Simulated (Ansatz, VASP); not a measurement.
## MgPb2Se3: VASP beside Ansatz

POSCAR

```
MgPb2Se3
1.0
    3.6915980479     -5.3661621330      0.0000000000
    3.6915980479      5.3661621330      0.0000000000
    0.0000000000      0.0000000000      4.8096472057
Mg Pb Se
1 2 3
Direct
    0.0000000000      0.0000000000      0.0000000000
    0.5000000000      0.0000000000      0.5000000000
    0.0000000000      0.5000000000      0.5000000000
    0.7794175978      0.2205824022      0.0000000000
    0.2205824022      0.7794175978      0.0000000000
    0.5000000000      0.5000000000      0.5000000000
```

Contents of INCAR.step1:

```
SYSTEM = MgPb2Se3
ALGO = Normal ; EDIFF = 1E-4
ENCUT = 520 ; GGA = PE
ISMEAR = -1 ; LASPH = .TRUE.
LCHARG = .FALSE. ; LREAL = .FALSE.
LWAVE = .TRUE. ; NBANDS = 33
NELM = 60 ; PREC = Accurate
SIGMA = 0.03
```

Contents of INCAR.step2:

```
SYSTEM = MgPb2Se3
ALGO = Normal ; BPARAM = 11.95
CPARAM = 0.0093 ; EDIFF = 1E-6
ENCUT = 520 ; ISIF = 2
ISMEAR = -1 ; ISTART = 1
IVDW_NL = 2 ; LASPH = .TRUE.
LCHARG = .FALSE. ; LMIXTAU = .TRUE.
LREAL = .FALSE. ; LUSE_VDW = .TRUE.
LWAVE = .FALSE. ; METAGGA = R2SCAN
NBANDS = 33 ; NELM = 60
PREC = Accurate ; SIGMA = 0.03
```

Contents of KPOINTS:

```
k-points
0
G
  6 6 6
  0 0 0
```

Input for Ansatz:

```yaml
crystal:
  lattice:
    - [3.6915980479, -5.366162133, 0.0]
    - [3.6915980479, 5.366162133, 0.0]
    - [0.0, 0.0, 4.8096472057]
  atoms:
    - { symbol: Mg, position: [0.0, 0.0, 0.0] }
    - { symbol: Pb, position: [0.5, 0.0, 0.5] }
    - { symbol: Pb, position: [0.0, 0.5, 0.5] }
    - { symbol: Se, position: [0.7794175978, 0.2205824022, 0.0] }
    - { symbol: Se, position: [0.2205824022, 0.7794175978, 0.0] }
    - { symbol: Se, position: [0.5, 0.5, 0.5] }
kpoints:
  mp_grid: { grid: [6, 6, 6] }
  band_path:
    path:
      - [0.0, 0.0, 0.0]
      - [-0.5, 0.5, 0.0]
      - [-0.368315391, 0.631684609, 0.0]
      - [0.368315391, 0.368315391, 0.0]
      - [0.0, 0.0, 0.5]
      - [0.368315391, 0.368315391, 0.5]
      - [-0.368315391, 0.631684609, 0.5]
      - [-0.5, 0.5, 0.5]
      - [0.0, 0.5, 0.0]
    npoints: 1
hamiltonian:
  xc: r2scan
  dispersion: rvv10
scf:
  occupations: { method: fermi_dirac, width: 0.03 }
  n_extra_bands: 5
output:
  forces: true
  stress: true
  eigenvalues: true
```

Alike in both runs: task single point; functional r2SCAN; dispersion rVV10; k mesh 6 × 6 × 6; occupations fermi-dirac, width 0.03 eV; no spin polarisation.

|  | VASP | Ansatz |
| --- | --- | --- |
| version | VASP 6.6.1 | Ansatz 0.2.0 |
| potentials or method | VASP PAW PBE potentials, release 64 (Mg, Pb_d, Se) | plane waves, PAW |
| plane-wave cutoff (eV) | 520 | 500 |
| valence electrons in the cell | 48 | 86 |

```tsv
	VASP	Ansatz	Ansatz less VASP
pressure (GPa)	0.1	0.0	-0.09
traceless stress, the component that is largest in VASP (GPa)	-0.24	-0.14	+0.097
rms of the force components (eV/Å)	0.007	0.000	-0.0062
```

VASP's potentials were made for PBE, not for r2SCAN. Atom by atom the forces differ by 0.006 eV/Å (rms over components). VASP's potentials hold 48 valence electrons a cell and Ansatz's 86, so a difference there can come from the potentials and not from the codes.

Neither program's run includes spin-orbit coupling.
